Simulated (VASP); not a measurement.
# GaSb (rocksalt type) (Fm-3m) in VASP: a series of runs

The runs below take GaSb (rocksalt type) through single point, with PBEsol.

Everything below comes from runs of VASP 6.6.1. Logs are shortened: lines on timing, memory, paths and dates and some standing lists are left out, and cuts for length are marked.

### 1 The cell of the first run

Symmetry: Fm-3m, No. 225, cubic system. The conventional cell has a = 4.667 Å, b = 4.667 Å, c = 4.667 Å, α = 90.00°, β = 90.00°, γ = 90.00°. Ga (site symmetry m-3m) has 6 Sb at 2.33 Å within 3.1 Å. Sb (site symmetry m-3m) has 6 Ga at 2.33 Å within 3.1 Å.

### 2 Single point, PBEsol (12.71 Å³/atom)

Contents of INCAR:

```
SYSTEM = GaSb
PREC = Accurate
ENCUT = 520
EDIFF = 1E-6
ISMEAR = -1
SIGMA = 0.08
LREAL = .FALSE.
LASPH = .TRUE.
NELM = 80
ALGO = Normal
ISIF = 2
LWAVE = .FALSE.
LCHARG = .TRUE.
GGA = PS
LELF = .TRUE.
LVHAR = .TRUE.
NBANDS = 16
```

Contents of KPOINTS:

```
regular mesh
0
G
  13 13 13
  0 0 0
```

Contents of POSCAR:

```
GaSb
1.0
    0.0000000000      2.3337332486      2.3337332486
    2.3337332486      0.0000000000      2.3337332486
    2.3337332486      2.3337332486      0.0000000000
Ga Sb
1 1
Direct
    0.0000000000      0.0000000000      0.0000000000
    0.5000000000      0.5000000000      0.5000000000
```

Potentials or basis: VASP PAW PBE potentials, release 64 (Ga_d, Sb).

The run is started by

```console
cat potpaw_PBE.64/Ga_d/POTCAR potpaw_PBE.64/Sb/POTCAR > POTCAR
mpirun -np 1 vasp_std > vasp.out
```

OUTCAR:

```text
SYSTEM = GaSb
   PREC = Accurate
   ENCUT = 520
   EDIFF = 1E-6
   ISMEAR = -1
   LREAL = .FALSE.
   LASPH = .TRUE.
   NELM = 80
   ISIF = 2
   GGA = PS

 ion  position               nearest neighbor table
   1  0.000  0.000  0.000-   2 2.33   2 2.33   2 2.33   2 2.33   2 2.33   2 2.33
   2  0.500  0.500  0.500-   1 2.33   1 2.33   1 2.33   1 2.33   1 2.33   1 2.33

  LATTYP: Found a face centered cubic cell.
 ALAT       =     4.6674664972

  Lattice vectors:

 A1 = (   0.0000000000,   2.3337332486,   2.3337332486)
 A2 = (   2.3337332486,   0.0000000000,   2.3337332486)
 A3 = (   2.3337332486,   2.3337332486,   0.0000000000)

Analysis of symmetry for initial positions (statically):
=====================================================================
 Subroutine PRICEL returns:
 Original cell was already a primitive cell.

 Routine SETGRP: Setting up the symmetry group for a
 face centered cubic supercell.

 Subroutine GETGRP returns: Found 48 space group operations
 (whereof 48 operations were pure point group operations)
 out of a pool of 48 trial point group operations.

The static configuration has the point symmetry O_h .

Analysis of symmetry for dynamics (positions and initial velocities):
=====================================================================
 Subroutine PRICEL returns:
 Original cell was already a primitive cell.

 Routine SETGRP: Setting up the symmetry group for a
 face centered cubic supercell.

 Subroutine GETGRP returns: Found 48 space group operations
 (whereof 48 operations were pure point group operations)
 out of a pool of 48 trial point group operations.

The dynamic configuration has the point symmetry O_h .

 Subroutine INISYM returns: Found 48 space group operations
 (whereof 48 operations are pure point group operations),
 and found     1 'primitive' translations

----------------------------------------------------------------------------------------

                                     Primitive cell

  volume of cell :      25.4205

  direct lattice vectors                    reciprocal lattice vectors
     0.000000000  2.333733249  2.333733249    -0.214248994  0.214248994  0.214248994
     2.333733249  0.000000000  2.333733249     0.214248994 -0.214248994  0.214248994
     2.333733249  2.333733249  0.000000000     0.214248994  0.214248994 -0.214248994

  length of vectors
     3.300397211  3.300397211  3.300397211     0.371090143  0.371090143  0.371090143

  position of ions in fractional coordinates (direct lattice)
     0.000000000  0.000000000  0.000000000
     0.500000000  0.500000000  0.500000000

  ion indices of the primitive-cell ions
   primitive index   ion index
                 1           1
                 2           2

----------------------------------------------------------------------------------------

 KPOINTS: regular mesh

Automatic generation of k-mesh.
 Grid dimensions read from file:
 generate k-points for:   13   13   13

 Generating k-lattice:

  Cartesian coordinates                     Fractional coordinates (reciprocal lattice)
    -0.016480692  0.016480692  0.016480692     0.076923077  0.000000000  0.000000000
     0.016480692 -0.016480692  0.016480692     0.000000000  0.076923077  0.000000000
     0.016480692  0.016480692 -0.016480692     0.000000000  0.000000000  0.076923077

  Length of vectors
     0.028545396  0.028545396  0.028545396

  Shift w.r.t. Gamma in fractional coordinates (k-lattice)
     0.000000000  0.000000000  0.000000000

 Subroutine IBZKPT returns following result:
 ===========================================

 Found     84 irreducible k-points:

 Following reciprocal coordinates:
            Coordinates               Weight
  0.000000  0.000000  0.000000      1.000000
  0.076923  0.000000  0.000000      8.000000
  0.153846  0.000000  0.000000      8.000000
  0.230769  0.000000  0.000000      8.000000
  0.307692  0.000000  0.000000      8.000000
  0.384615  0.000000  0.000000      8.000000
[... 16 lines left out ...]
  0.384615  0.153846  0.000000     24.000000
  0.461538  0.153846  0.000000     24.000000
 [... further k-points ...]
   k-points           NKPTS =     84   k-points in BZ     NKDIM =     84   number of bands    NBANDS=     16
   number of dos      NEDOS =    301   number of ions     NIONS =      2
   total plane-waves  NPLWV =  21952
   dimension x,y,z NGX =    28 NGY =   28 NGZ =   28
   dimension x,y,z NGXF=    56 NGYF=   56 NGZF=   56
   ions per type =               1   1
   NGX,Y,Z   is equivalent  to a cutoff of  14.10, 14.10, 14.10 a.u.
   NGXF,Y,Z  is equivalent  to a cutoff of  28.21, 28.21, 28.21 a.u.
 SYSTEM =  GaSb
   PREC   = accura    normal or accurate (medium, high low for compatibility)
   ISTART =      0    job   : 0-new  1-cont  2-samecut
   ICHARG =      2    charge: 1-file 2-atom 10-const
   ISPIN  =      1    spin polarized calculation?
   LNONCOLLINEAR =      F non collinear calculations
   LSORBIT =      F    spin-orbit coupling
   LASPH  =      T    aspherical Exc in radial PAW
   ENCUT  =  520.0 eV  38.22 Ry    6.18 a.u.   6.14  6.14  6.14*2*pi/ulx,y,z
   NELM   =     80;   NELMIN=  2; NELMDL= -5     # of ELM steps
   EDIFF  = 0.1E-05   stopping-criterion for ELM
   LREAL  =      F    real-space projection
   EDIFFG = 0.1E-04   stopping-criterion for IOM
   NSW    =      0    number of steps for IOM
   IBRION =     -1    ionic relax: 0-MD 1-quasi-New 2-CG
   NFREE  =      0    steps in history (QN), initial steepest desc. (CG)
   ISIF   =      2    stress and relaxation
   ISYM   =      2    0-nonsym 1-usesym 2-fastsym
   POTIM  = 0.5000    time-step for ionic-motion
   TEBEG  =    0.0;   TEEND  =   0.0 temperature during run
   PSTRESS=    0.0 pullay stress
   NELECT =      18.0000    total number of electrons
   NUPDOWN=      -1.0000    fix difference up-down
   EMIN   =  10.00;   EMAX   =-10.00  energy-range for DOS
   EFERMI =   0.00;   METHOD = LEGACY
   ISMEAR =    -1;   SIGMA  =   0.08  broadening in eV -4-tet -1-fermi 0-gaus
   EFERMI_NEDOS =   21; number of points for ismear=-14 and -15
   IALGO  =     38    algorithm
   IMIX   =      4    mixing-type and parameters
     AMIX     =   0.40;   BMIX     =  1.00
     AMIX_MAG =   1.60;   BMIX_MAG =  1.00
  volume/ion in A,a.u.               =      12.71        85.77
  Fermi-wavevector in a.u.,A,eV,Ry     =   1.459165  2.757422 28.969021  2.129163
  Thomas-Fermi vector in A             =   2.575764
   LORBIT       =      0    0 simple, 1 ext, 2 COOP (PROOUT), +10 PAW based schemes
   GGA     = PS    functional components
   LHFCALC =     F    Hartree Fock is set to
   AEXX    =    0.0000 exact exchange contribution
   IVDW    =     0    specifies the selected vdW correction
   LEPSILON=     F    determine dielectric tensor
   LRPA    =     F    only Hartree local field effects (RPA)
 non-spin polarized calculation
  energy-cutoff  :      520.00
  volume of cell :       25.42
 maximum number of plane-waves:       701
 NGX is ok and might be reduce to    28
   NGX = 13   NGY = 13   NGZ = 13

 number of electron      18.0000001 magnetization

 Free energy of the ion-electron system (eV)
  ---------------------------------------------------
  ext. energy  EPLUGINS =         0.00000000
  ---------------------------------------------------
  free energy    TOTEN  =        -1.94265614 eV

  energy without entropy =       -1.92696339  energy(sigma->0) =       -1.93480977

 E-fermi :  16.4787     XC(G=0): -13.5671

 val. band max:       16.4731780775   @ k =   0.1538   0.0769   0.0000
 cond. band min:      16.5096451823   @ k =   0.3077   0.0000   0.0000
 fundamental gap:      0.0364671048
 Fermi energy:        16.4787471162

 k-point     1 :       0.0000    0.0000    0.0000
  band No.  band energies     occupation
      1      -2.3856      2.00000
      2      -0.5007      2.00000
      3      -0.5007      2.00000
      4      -0.4943      2.00000
      5      -0.4943      2.00000
      6      -0.4943      2.00000
[... 8 lines left out ...]
     15      24.9182      0.00000
     16      24.9182      0.00000

 k-point     2 :       0.0769    0.0000    0.0000
  band No.  band energies     occupation
      1      -2.2547      2.00000
      2      -0.5136      2.00000
      3      -0.5136      2.00000
      4      -0.4986      2.00000
      5      -0.4895      2.00000
      6      -0.4895      2.00000
[... 8 lines left out ...]
     15      24.3246      0.00000
     16      24.5770      0.00000

 k-point     3 :       0.1538    0.0000    0.0000
  band No.  band energies     occupation
      1      -1.8659      2.00000
      2      -0.5507      2.00000
      3      -0.5507      2.00000
      4      -0.5062      2.00000
      5      -0.4746      2.00000
      6      -0.4746      2.00000
[... 8 lines left out ...]
     15      23.8513      0.00000
     16      25.5063      0.00000

 k-point     4 :       0.2308    0.0000    0.0000
  band No.  band energies     occupation
      1      -1.2506      2.00000
      2      -0.6030      2.00000
      3      -0.6030      2.00000
      4      -0.4829      2.00000
      5      -0.4533      2.00000
      6      -0.4533      2.00000
[... 8 lines left out ...]
     15      24.9494      0.00000
     16      26.9294      0.00000
[... 324 lines left out ...]
 k-point    22 :       0.3077    0.1538    0.0000
  band No.  band energies     occupation
      1      -0.9851      2.00000
      2      -0.5715      2.00000
      3      -0.5480      2.00000
      4      -0.4993      2.00000
      5      -0.4197      2.00000
      6      -0.1021      2.00000
[... 8 lines left out ...]
     15      27.8334      0.00000
     16      29.7777      0.00000

 k-point    23 :       0.3846    0.1538    0.0000
  band No.  band energies     occupation
      1      -0.8943      2.00000
      2      -0.5996      2.00000
      3      -0.5952      2.00000
      4      -0.4728      2.00000
      5      -0.3985      2.00000
      6       0.7827      2.00000
[... 8 lines left out ...]
     15      29.3269      0.00000
     16      31.5796      0.00000

 k-point    24 :       0.4615    0.1538    0.0000
  band No.  band energies     occupation
      1      -0.8685      2.00000
      2      -0.6506      2.00000
      3      -0.6159      2.00000
      4      -0.4541      2.00000
      5      -0.3877      2.00000
      6       2.0011      2.00000
[... 8 lines left out ...]
     15      30.9039      0.00000
     16      31.4595      0.00000

 [... further k-points ...]
[... 5 lines left out ...]
  --------------------------------------------------------------------------------------
  -------------------------------------------------------------------------------------
  Total       25.2647363     25.2647363     25.2647363      0.0000000      0.0000000      0.0000000
  in kB     1592.3616708   1592.3616708   1592.3616708      0.0000000      0.0000000      0.0000000
  external PRESSURE =    1592.3616708 kB  Pullay stress =       0.0000000 kB

 VOLUME and BASIS-vectors are now :
 -----------------------------------------------------------------------------
  energy-cutoff  :      520.00
  volume of cell :       25.42
      direct lattice vectors                 reciprocal lattice vectors
     0.000000000  2.333733249  2.333733249    -0.214248994  0.214248994  0.214248994
     2.333733249  0.000000000  2.333733249     0.214248994 -0.214248994  0.214248994
     2.333733249  2.333733249  0.000000000     0.214248994  0.214248994 -0.214248994

 POSITION                                       TOTAL-FORCE (eV/Angst)
 -----------------------------------------------------------------------------------
      0.00000      0.00000      0.00000         0.000000      0.000000      0.000000
      2.33373      2.33373      2.33373         0.000000      0.000000     -0.000000
 -----------------------------------------------------------------------------------
    total drift:                               -0.000000     -0.000000      0.000000

  FREE ENERGIE OF THE ION-ELECTRON SYSTEM (eV)
  ---------------------------------------------------
  free  energy   TOTEN  =        -1.9426561442 eV

  energy  without entropy=       -1.9269633905  energy(sigma->0) =       -1.93480977
```

It took 34 s on 1 thread of Intel Xeon 8259CL, shared host; peak memory 0.18 GiB.

Results:

```
Free energy            : -1.9427 eV
Pressure               : 159.2 GPa
Band gap on the k mesh : zero (bands 9 and 10 overlap by 4.72 eV)
```

Levels at points of the mesh, in eV from the Fermi level:
```
           k point  band 6  band 7  band 8  band 9  band 10  band 11  band 12  band 13
(0.00, 0.00, 0.00)  -16.97   -0.04   -0.04   -0.04     5.96     6.40     6.40     6.40
```

Caveat: the cell stands under pressure; the PAW data sets were made with another functional, which shifts forces and pressure a little; spin-orbit coupling is left out, which moves the levels of the heavy elements.

[end of part 1 of 2]
